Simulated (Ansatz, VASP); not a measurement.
# CaO: VASP beside Ansatz

File POSCAR:

```
CaO
1.0
    0.0000000000      2.3510400000      2.3510400000
    2.3510400000      0.0000000000      2.3510400000
    2.3510400000      2.3510400000      0.0000000000
Ca O
1 1
Direct
    0.0000000000      0.0000000000      0.0000000000
    0.5000000000      0.5000000000      0.5000000000
```

INCAR.step1

```
ALGO = Normal ; EDIFF = 1E-4
ENCUT = 520 ; GGA = PE
ISMEAR = 0 ; LASPH = T
LCHARG = F ; LREAL = F
LWAVE = T ; NBANDS = 15
NELM = 100 ; PREC = Accurate
SIGMA = 0.05
```

The input INCAR.step2:

```
ALGO = Normal ; EDIFF = 1E-6
ENCUT = 520 ; ISIF = 2
ISMEAR = 0 ; ISTART = 1
LASPH = T ; LCHARG = F
LMIXTAU = T ; LREAL = F
LWAVE = F ; METAGGA = R2SCAN
NBANDS = 15 ; NELM = 100
PREC = Accurate ; SIGMA = 0.05
```

Contents of KPOINTS:

```
k-points
0
Gamma
  8 8 8
```

Input for Ansatz:

```yaml
crystal:
  lattice:
    - [0.0, 2.35104, 2.35104]
    - [2.35104, 0.0, 2.35104]
    - [2.35104, 2.35104, 0.0]
  atoms:
    - { symbol: Ca, position: [0.0, 0.0, 0.0] }
    - { symbol: O, position: [0.5, 0.5, 0.5] }
basis:
  ecutwfc: 500
kpoints:
  mp_grid: { grid: [8, 8, 8] }
hamiltonian:
  xc: r2scan
scf:
  occupations: { method: gaussian, width: 0.05 }
output:
  forces: true
  stress: true
  eigenvalues: true
  write_density: true
  write_potential: true
  elf: true
  volumetric_format: npy
```

Change from the starting cell: strain -0.040 along x and y, -0.040 along z, atoms carried along.

Alike in both runs: task single point; functional r2SCAN; k mesh 8 × 8 × 8; occupations gaussian, width 0.05 eV; no spin polarisation.

```csv
,VASP,Ansatz
version,VASP 6.6.1,Ansatz 0.2.0
potentials or method,"VASP PAW PBE potentials, release 64 (Ca_sv, O), cutoff 520 eV","scalar-relativistic, plane waves, PAW"
valence electrons in the cell,16,16
```

VASP gave:

| Property | Result |
| --- | --- |
| gap on the k mesh at the Fermi level (eV) | 4.16 |
| least direct gap on the mesh (eV) | 4.52 |
| pressure (GPa) | 9.2 |

Estimate Ansatz's values.

gap on the k mesh at the Fermi level (eV): 4.18; least direct gap on the mesh (eV): 4.53; pressure (GPa): 7.8.

VASP's potentials were made for PBE, not for r2SCAN.
